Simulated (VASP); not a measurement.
# B (P6/mmm) in VASP: a series of runs

B is run at these levels: r2SCAN; tasks: single point.

Everything below comes from runs of VASP 6.6.1. Logs are shortened: lines on timing, memory, paths and dates and some standing lists are left out, and cuts for length are marked.

## (1) The cell of the first run

The structure is hexagonal, space group P6/mmm (No. 191). The conventional cell has a = 2.897 Å, b = 2.897 Å, c = 2.873 Å, α = 90.00°, β = 90.00°, γ = 120.00°. B (site symmetry 6/mmm) has 20 B at 2.20 to 2.90 Å within 2.9 Å. B (site symmetry -6m2) has 3 B at 1.67 Å within 2.2 Å.

## (2) Single point, r2SCAN (volume scaled by 1.04)

File POSCAR:

```
B
1.0
    2.8967880935      0.0000000000      0.0000000000
   -1.4483940468      2.5086920784      0.0000000000
    0.0000000000      0.0000000000      2.8729390071
B
3
Direct
    0.0000000000      0.0000000000      0.0000000000
    0.3333333333      0.6666666667      0.5000000000
    0.6666666667      0.3333333333      0.5000000000
```

File INCAR.step1:

```
SYSTEM = B
PREC = Accurate ; ENCUT = 520
ISMEAR = -1 ; SIGMA = 0.1
LREAL = .False. ; LASPH = .True.
NELM = 100 ; NBANDS = 12
GGA = PE ; ALGO = Normal
EDIFF = 1E-4 ; LWAVE = .True.
LCHARG = .False.
```

File INCAR.step2:

```
SYSTEM = B
PREC = Accurate ; ENCUT = 520
EDIFF = 1E-6 ; ISMEAR = -1
SIGMA = 0.1 ; LREAL = .False.
LASPH = .True. ; NELM = 100
ALGO = Normal ; ISIF = 2
LWAVE = .False. ; LCHARG = .False.
METAGGA = R2SCAN ; LMIXTAU = .True.
NBANDS = 12 ; ISTART = 1
```

File KPOINTS:

```
Automatic mesh
0
Gamma
  14 14 12
  0 0 0
```

Potentials or basis: VASP PAW PBE potentials, release 64 (B).

On the command line:

```console
$ cat potpaw_PBE.64/B/POTCAR > POTCAR
$ cp INCAR.step1 INCAR
$ mpirun -np 1 vasp_std > vasp.out
$ cp INCAR.step2 INCAR
$ mpirun -np 1 vasp_std > vasp.out
```

OUTCAR:

```text
SYSTEM = B
   PREC = Accurate
   ENCUT = 520
   EDIFF = 1E-6
   ISMEAR = -1
   LREAL = .False.
   LASPH = .True.
   NELM = 100
   ISIF = 2
   METAGGA = R2SCAN
   ISTART = 1

 ion  position               nearest neighbor table
   1  0.000  0.000  0.000-
   2  0.333  0.667  0.500-   3 1.67   3 1.67   3 1.67
   3  0.667  0.333  0.500-   2 1.67   2 1.67   2 1.67

  LATTYP: Found a hexagonal cell.
 ALAT       =     2.8967880935
 C/A-ratio  =     0.9917670587

  Lattice vectors:

 A1 = (   2.8967880935,   0.0000000000,   0.0000000000)
 A2 = (  -1.4483940468,   2.5086920784,   0.0000000000)
 A3 = (   0.0000000000,   0.0000000000,   2.8729390071)

Analysis of symmetry for initial positions (statically):
=====================================================================
 Subroutine PRICEL returns:
 Original cell was already a primitive cell.

 Routine SETGRP: Setting up the symmetry group for a
 hexagonal supercell.

 Subroutine GETGRP returns: Found 24 space group operations
 (whereof 24 operations were pure point group operations)
 out of a pool of 24 trial point group operations.

The static configuration has the point symmetry D_6h.

Analysis of symmetry for dynamics (positions and initial velocities):
=====================================================================
 Subroutine PRICEL returns:
 Original cell was already a primitive cell.

 Routine SETGRP: Setting up the symmetry group for a
 hexagonal supercell.

 Subroutine GETGRP returns: Found 24 space group operations
 (whereof 24 operations were pure point group operations)
 out of a pool of 24 trial point group operations.

The dynamic configuration has the point symmetry D_6h.

 Subroutine INISYM returns: Found 24 space group operations
 (whereof 24 operations are pure point group operations),
 and found     1 'primitive' translations

----------------------------------------------------------------------------------------

                                     Primitive cell

  volume of cell :      20.8781

  direct lattice vectors                    reciprocal lattice vectors
     2.896788094  0.000000000  0.000000000     0.345209925  0.199307043  0.000000000
    -1.448394047  2.508692078  0.000000000     0.000000000  0.398614086  0.000000000
     0.000000000  0.000000000  2.872939007     0.000000000  0.000000000  0.348075611

  length of vectors
     2.896788094  2.896788094  2.872939007     0.398614086  0.398614086  0.348075611

  position of ions in fractional coordinates (direct lattice)
     0.000000000  0.000000000  0.000000000
     0.333333333  0.666666667  0.500000000
     0.666666667  0.333333333  0.500000000

  ion indices of the primitive-cell ions
   primitive index   ion index
                 1           1
                 2           2
                 3           3

----------------------------------------------------------------------------------------

 KPOINTS: Automatic mesh

Automatic generation of k-mesh.
 Grid dimensions read from file:
 generate k-points for:   14   14   12

 Generating k-lattice:

  Cartesian coordinates                     Fractional coordinates (reciprocal lattice)
     0.024657852  0.014236217  0.000000000     0.071428571  0.000000000  0.000000000
     0.000000000  0.028472435  0.000000000     0.000000000  0.071428571  0.000000000
     0.000000000  0.000000000  0.029006301     0.000000000  0.000000000  0.083333333

  Length of vectors
     0.028472435  0.028472435  0.029006301

  Shift w.r.t. Gamma in fractional coordinates (k-lattice)
     0.000000000  0.000000000  0.000000000

 Subroutine IBZKPT returns following result:
 ===========================================

 Found    168 irreducible k-points:

 Following reciprocal coordinates:
            Coordinates               Weight
  0.000000  0.000000  0.000000      1.000000
  0.071429  0.000000  0.000000      6.000000
  0.142857  0.000000  0.000000      6.000000
  0.214286  0.000000  0.000000      6.000000
  0.285714  0.000000  0.000000      6.000000
  0.357143 -0.000000  0.000000      6.000000
[... 16 lines left out ...]
  0.285714  0.285714  0.000000      6.000000
  0.357143  0.285714  0.000000      6.000000
 [... further k-points ...]
   k-points           NKPTS =    168   k-points in BZ     NKDIM =    168   number of bands    NBANDS=     12
   number of dos      NEDOS =    301   number of ions     NIONS =      3
   total plane-waves  NPLWV =  13824
   dimension x,y,z NGX =    24 NGY =   24 NGZ =   24
   dimension x,y,z NGXF=    48 NGYF=   48 NGZF=   48
   ions per type =               3
   NGX,Y,Z   is equivalent  to a cutoff of  13.77, 13.77, 13.89 a.u.
   NGXF,Y,Z  is equivalent  to a cutoff of  27.55, 27.55, 27.78 a.u.
 SYSTEM =  B
   PREC   = accura    normal or accurate (medium, high low for compatibility)
   ISTART =      1    job   : 0-new  1-cont  2-samecut
   ICHARG =      0    charge: 1-file 2-atom 10-const
   ISPIN  =      1    spin polarized calculation?
[... 66 lines left out ...]
      5       8.8130      0.00006
      6       8.8130      0.00006
      7       9.7270      0.00000
      8      17.7009      0.00000
      9      18.1195      0.00000
     10      19.3575      0.00000
     11      20.8141      0.00000
     12      22.0875      0.00000

 k-point     2 :       0.0714    0.0000    0.0000
  band No.  band energies     occupation
      1      -9.6985      2.00000
      2       3.5115      2.00000
      3       5.7920      2.00000
      4       6.0517      2.00000
      5       9.1923      0.00000
      6       9.6464      0.00000
      7       9.8544      0.00000
      8      17.8706      0.00000
      9      18.5440      0.00000
     10      19.0590      0.00000
     11      20.4509      0.00000
     12      21.9925      0.00000

 k-point     3 :       0.1429    0.0000    0.0000
  band No.  band energies     occupation
      1      -9.3896      2.00000
      2       3.8726      2.00000
      3       4.0159      2.00000
      4       4.9773      2.00000
      5       9.4274      0.00000
      6      10.2266      0.00000
      7      11.1056      0.00000
      8      18.1100      0.00000
      9      18.1531      0.00000
     10      19.5056      0.00000
     11      19.5711      0.00000
     12      21.8288      0.00000

 k-point     4 :       0.2143    0.0000    0.0000
  band No.  band energies     occupation
      1      -8.8756      2.00000
      2       2.0771      2.00000
      3       4.0118      2.00000
      4       4.4728      2.00000
      5       9.4378      0.00000
      6      10.6479      0.00000
      7      12.5970      0.00000
      8      16.6084      0.00000
      9      17.7489      0.00000
     10      18.7083      0.00000
     11      20.6016      0.00000
     12      21.8195      0.00000

 k-point     5 :       0.2857    0.0000    0.0000
  band No.  band energies     occupation
      1      -8.1581      2.00000
      2       0.1625      2.00000
      3       3.2347      2.00000
      4       5.3090      2.00000
      5       9.3533      0.00000
      6      11.1395      0.00000
      7      13.8620      0.00000
      8      14.7104      0.00000
      9      16.8227      0.00000
     10      18.0490      0.00000
     11      21.9853      0.00000
     12      22.2197      0.00000
[... 228 lines left out ...]
      1      -6.0279      2.00000
      2      -1.8954      2.00000
      3      -0.6385      2.00000
      4       7.7791      0.98057
      5      11.1704      0.00000
      6      12.4885      0.00000
      7      12.9838      0.00000
      8      14.0483      0.00000
      9      14.3682      0.00000
     10      16.6361      0.00000
     11      19.6356      0.00000
     12      27.3228      0.00000

 k-point    22 :       0.3571    0.2143    0.0000
  band No.  band energies     occupation
      1      -4.8346      2.00000
      2      -3.4280      2.00000
      3      -0.8449      2.00000
      4       9.1387      0.00000
      5      10.7994      0.00000
      6      11.3307      0.00000
      7      13.2370      0.00000
      8      13.7992      0.00000
      9      14.4136      0.00000
     10      16.3885      0.00000
     11      20.9380      0.00000
     12      25.2991      0.00000

 k-point    23 :       0.2857    0.2857    0.0000
  band No.  band energies     occupation
      1      -4.9315      2.00000
      2      -2.2707      2.00000
      3      -2.1251      2.00000
      4       9.0349      0.00001
      5      11.5973      0.00000
      6      11.9594      0.00000
      7      12.4999      0.00000
      8      13.3807      0.00000
      9      14.1832      0.00000
     10      17.6477      0.00000
     11      19.4816      0.00000
     12      24.9367      0.00000

 k-point    24 :       0.3571    0.2857    0.0000
  band No.  band energies     occupation
      1      -3.7733      2.00000
      2      -3.5241      2.00000
      3      -2.2918      2.00000
      4      10.2272      0.00000
      5      10.8091      0.00000
      6      11.7530      0.00000
      7      12.1735      0.00000
      8      13.5563      0.00000
      9      14.0063      0.00000
     10      18.0578      0.00000
     11      19.9149      0.00000
     12      23.5829      0.00000

 [... further k-points ...]
[... 5 lines left out ...]
  --------------------------------------------------------------------------------------
  -------------------------------------------------------------------------------------
  Total       -1.2159446     -1.2159446     -0.7243760      0.0000000      0.0000000      0.0000000
  in kB      -93.3112221    -93.3112221    -55.5883954      0.0000000      0.0000000      0.0000000
  external PRESSURE =     -80.7369465 kB  Pullay stress =       0.0000000 kB

 VOLUME and BASIS-vectors are now :
 -----------------------------------------------------------------------------
  energy-cutoff  :      520.00
  volume of cell :       20.88
      direct lattice vectors                 reciprocal lattice vectors
     2.896788094  0.000000000  0.000000000     0.345209925  0.199307043  0.000000000
    -1.448394047  2.508692078  0.000000000     0.000000000  0.398614086  0.000000000
     0.000000000  0.000000000  2.872939007     0.000000000  0.000000000  0.348075611

 POSITION                                       TOTAL-FORCE (eV/Angst)
 -----------------------------------------------------------------------------------
      0.00000      0.00000      0.00000         0.000000      0.000000      0.000000
     -0.00000      1.67246      1.43647         0.000000     -0.000000      0.000000
      1.44839      0.83623      1.43647        -0.000000      0.000000     -0.000000
 -----------------------------------------------------------------------------------
    total drift:                                0.000000     -0.000000      0.000000

  FREE ENERGIE OF THE ION-ELECTRON SYSTEM (eV)
  ---------------------------------------------------
  free  energy   TOTEN  =       -18.6730504735 eV

  energy  without entropy=      -18.6598187078  energy(sigma->0) =      -18.66643459
```

Run time: 36 s. Hardware: 1 thread of Intel Xeon 6975P-C (Granite Rapids), shared host; peak memory 0.15 GiB.

What came out:

```
Free energy : -18.6731 eV
Pressure    : -8.1 GPa
```

Stress tensor (GPa, compression positive):
```
-9.33  0.00  0.00
 0.00 -9.33  0.00
 0.00  0.00 -5.56
```

Levels at points of the mesh, in eV from the Fermi level:
| k point | band 1 | band 2 | band 3 | band 4 | band 5 | band 6 | band 7 | band 8 | band 9 |
| --- | --- | --- | --- | --- | --- | --- | --- | --- | --- |
| (0.00, 0.00, 0.00) | -17.58 | -4.38 | -1.03 | -1.03 | 1.04 | 1.04 | 1.95 | 9.93 | 10.34 |
| (0.50, 0.00, 0.00) | -12.73 | -12.43 | -5.56 | 1.18 | 1.35 | 1.65 | 5.14 | 6.34 | 7.49 |
| (0.00, 0.00, 0.50) | -14.44 | -12.63 | -0.15 | -0.15 | 4.14 | 4.14 | 6.85 | 6.85 | 7.95 |
| (0.50, 0.00, 0.50) | -10.30 | -9.08 | -7.64 | -6.64 | -3.36 | 1.73 | 4.07 | 4.80 | 13.50 |

Caveat: the cell differs from its parent crystal (volume scaled by 1.04); the PAW data sets were made with another functional, which shifts forces and pressure a little.

## (3) Single point, r2SCAN (volume scaled by 1.08)

File POSCAR:

```
B
1.0
    2.9334601903      0.0000000000      0.0000000000
   -1.4667300951      2.5404510458      0.0000000000
    0.0000000000      0.0000000000      2.9093091847
B
3
Direct
    0.0000000000      0.0000000000      0.0000000000
    0.3333333333      0.6666666667      0.5000000000
    0.6666666667      0.3333333333      0.5000000000
```

File INCAR.step1:

```
PREC     = Accurate       # precision mode
ENCUT    = 520            # plane-wave cutoff, eV
ISMEAR   = -1             # smearing method
SIGMA    = 0.1            # smearing width, eV
LREAL    = False          # projectors in reciprocal space
LASPH    = True           # aspherical terms in the spheres
NELM     = 60             # most SCF steps
NBANDS   = 12             # bands
GGA      = PE             # functional
ALGO     = Normal         # electronic algorithm
EDIFF    = 1E-4           # SCF threshold, eV
LWAVE    = True           # write WAVECAR
LCHARG   = False          # write CHGCAR
```

File INCAR.step2:

```
PREC     = Accurate       # precision mode
ENCUT    = 520            # plane-wave cutoff, eV
EDIFF    = 1E-6           # SCF threshold, eV
ISMEAR   = -1             # smearing method
SIGMA    = 0.1            # smearing width, eV
LREAL    = False          # projectors in reciprocal space
LASPH    = True           # aspherical terms in the spheres
NELM     = 60             # most SCF steps
ALGO     = Normal         # electronic algorithm
ISIF     = 2              # what is computed and relaxed
LWAVE    = False          # write WAVECAR
LCHARG   = False          # write CHGCAR
METAGGA  = R2SCAN         # meta-GGA
LMIXTAU  = True         
NBANDS   = 12             # bands
ISTART   = 1
```

File KPOINTS:

```
regular mesh
0
Gamma
  14 14 12
```

Potentials or basis: VASP PAW PBE potentials, release 64 (B).

On the command line:

```console
$ cat potpaw_PBE.64/B/POTCAR > POTCAR
$ cp INCAR.step1 INCAR
$ mpirun -np 1 vasp_std > vasp.out
$ cp INCAR.step2 INCAR
$ mpirun -np 1 vasp_std > vasp.out
```

It took 36 s on 1 thread of Intel Xeon 6975P-C (Granite Rapids), shared host; peak memory 0.16 GiB.

Results (log left out):

| Item | Value |
| --- | --- |
| Free energy | -18.6154 eV |
| Pressure | -14.9 GPa |

Stress tensor (GPa, compression positive):
```
-17.57   0.00   0.00
  0.00 -17.57   0.00
  0.00   0.00  -9.56
```

Levels at points of the mesh, in eV from the Fermi level:
```tsv
k point	band 1	band 2	band 3	band 4	band 5	band 6	band 7	band 8
(0.00, 0.00, 0.00)	-17.18	-4.22	-0.99	-0.99	1.05	1.05	1.69	9.50
(0.50, 0.00, 0.00)	-12.43	-12.16	-5.38	1.12	1.18	1.65	4.95	6.21
(0.00, 0.00, 0.50)	-14.15	-12.29	-0.16	-0.16	4.03	4.03	6.74	6.74
(0.50, 0.00, 0.50)	-10.02	-8.97	-7.35	-6.53	-3.25	1.73	3.87	4.64
```

Caveat: the cell differs from its parent crystal (volume scaled by 1.08); the PAW data sets were made with another functional, which shifts forces and pressure a little.

## (4) Single point, r2SCAN (volume scaled by 1.12)

File POSCAR:

```
B
1.0
    2.9692376211      0.0000000000      0.0000000000
   -1.4846188105      2.5714352097      0.0000000000
    0.0000000000      0.0000000000      2.9447920620
B
3
Direct
    0.0000000000      0.0000000000      0.0000000000
    0.3333333333      0.6666666667      0.5000000000
    0.6666666667      0.3333333333      0.5000000000
```

File INCAR.step1:

```
  PREC = Accurate
  ENCUT = 520
  ISMEAR = -1
  SIGMA = 0.1
  LREAL = False
  LASPH = True
  NELM = 80
  NBANDS = 12
  GGA = PE
  ALGO = Normal
  EDIFF = 1E-4
  LWAVE = True
  LCHARG = False
```

File INCAR.step2:

```
  PREC = Accurate
  ENCUT = 520
  EDIFF = 1E-6
  ISMEAR = -1
  SIGMA = 0.1
  LREAL = False
  LASPH = True
  NELM = 80
  ALGO = Normal
  ISIF = 2
  LWAVE = False
  LCHARG = False
  METAGGA = R2SCAN
  LMIXTAU = True
  NBANDS = 12
  ISTART = 1
```

File KPOINTS:

```
Automatic mesh
0
Gamma
  14 14 12
```

On the command line:

```console
$ cat potpaw_PBE.64/B/POTCAR > POTCAR
$ cp INCAR.step1 INCAR
$ mpirun -np 1 vasp_std > vasp.out
$ cp INCAR.step2 INCAR
$ mpirun -np 1 vasp_std > vasp.out
```

It took 36 s on 1 thread of Intel Xeon 6975P-C (Granite Rapids), shared host; peak memory 0.15 GiB.

The run converged. Its results:

* Free energy: -18.5265 eV
* Pressure: -20.5 GPa

Stress tensor (GPa, compression positive):
```
-24.38   0.00   0.00
  0.00 -24.38   0.00
  0.00   0.00 -12.80
```

Levels at points of the mesh, in eV from the Fermi level:
| k point | band 1 | band 2 | band 3 | band 4 | band 5 | band 6 | band 7 | band 8 |
| --- | --- | --- | --- | --- | --- | --- | --- | --- |
| (0.00, 0.00, 0.00) | -16.81 | -4.07 | -0.96 | -0.96 | 1.06 | 1.06 | 1.43 | 9.10 |
| (0.50, 0.00, 0.00) | -12.14 | -11.89 | -5.21 | 0.90 | 1.19 | 1.65 | 4.78 | 6.09 |
| (0.00, 0.00, 0.50) | -13.87 | -11.97 | -0.16 | -0.16 | 3.93 | 3.93 | 6.65 | 6.65 |
| (0.50, 0.00, 0.50) | -9.76 | -8.86 | -7.08 | -6.44 | -3.15 | 1.73 | 3.68 | 4.50 |

Caveat: the cell differs from its parent crystal (volume scaled by 1.12); the PAW data sets were made with another functional, which shifts forces and pressure a little.

## (5) Single point, r2SCAN

This run uses another cell than the first one, of 6.69 Å³/atom, 0.962 times its volume.

File POSCAR:

```
B
1.0
    2.8591632103      0.0000000000      0.0000000000
   -1.4295816051      2.4761079736      0.0000000000
    0.0000000000      0.0000000000      2.8356238873
B
3
Direct
    0.0000000000      0.0000000000      0.0000000000
    0.3333333333      0.6666666667      0.5000000000
    0.6666666667      0.3333333333      0.5000000000
```

File INCAR.step1:

```
PREC = Accurate
ENCUT = 520
ISMEAR = -1
SIGMA = 0.1
LREAL = False
LASPH = True
NELM = 60
NBANDS = 12
GGA = PE
ALGO = Normal
EDIFF = 1E-4
LWAVE = True
LCHARG = False
```

File INCAR.step2:

```
PREC = Accurate
ENCUT = 520
EDIFF = 1E-6
ISMEAR = -1
SIGMA = 0.1
LREAL = False
LASPH = True
NELM = 60
ALGO = Normal
ISIF = 2
LWAVE = False
LCHARG = False
METAGGA = R2SCAN
LMIXTAU = True
NBANDS = 12
ISTART = 1
```

File KPOINTS:

```
Automatic mesh
0
Gamma
  17 17 15
```

On the command line:

```console
$ cat potpaw_PBE.64/B/POTCAR > POTCAR
$ cp INCAR.step1 INCAR
$ mpirun -np 1 vasp_std > vasp.out
$ cp INCAR.step2 INCAR
$ mpirun -np 1 vasp_std > vasp.out
```

Run time: 54 s. Hardware: 1 thread of Intel Xeon 6975P-C (Granite Rapids), shared host; peak memory 0.16 GiB.

It converged, with:

```
Free energy : -18.6903 eV
Pressure    : 0.2 GPa
```

Stress tensor (GPa, compression positive):
```
0.17 0.00 0.00
0.00 0.17 0.00
0.00 0.00 0.26
```

Levels at points of the mesh, in eV from the Fermi level:
```
           k point  band 1  band 2  band 3  band 4  band 5  band 6  band 7  band 8
(0.00, 0.00, 0.00)  -18.04   -4.60   -1.11   -1.11    0.99    0.99    2.18   10.33
```

Caveat: the PAW data sets were made with another functional, which shifts forces and pressure a little.

## (6) The runs side by side

```tsv
cell	k mesh	gap on the mesh (eV)	pressure (GPa)
a = 2.897, b = 2.897, c = 2.873 Å, angles 90.0, 90.0, 120.0°, 3 atoms	14 × 14 × 12	none	-8.1
a = 2.933, b = 2.933, c = 2.909 Å, angles 90.0, 90.0, 120.0°, 3 atoms	14 × 14 × 12	none	-14.9
a = 2.969, b = 2.969, c = 2.945 Å, angles 90.0, 90.0, 120.0°, 3 atoms	14 × 14 × 12	none	-20.5
a = 2.859, b = 2.859, c = 2.836 Å, angles 90.0, 90.0, 120.0°, 3 atoms	17 × 17 × 15	none	0.2
```

Alike in all rows: task single point; level r2SCAN; potentials or basis VASP PAW PBE potentials, release 64 (B); no spin polarisation; cutoff (eV) 520; smearing fermi-dirac 0.1 eV.

Caveats: the PAW data sets were made with another functional, which shifts forces and pressure a little.

Absolute energies hang on the potentials; compare differences alone.
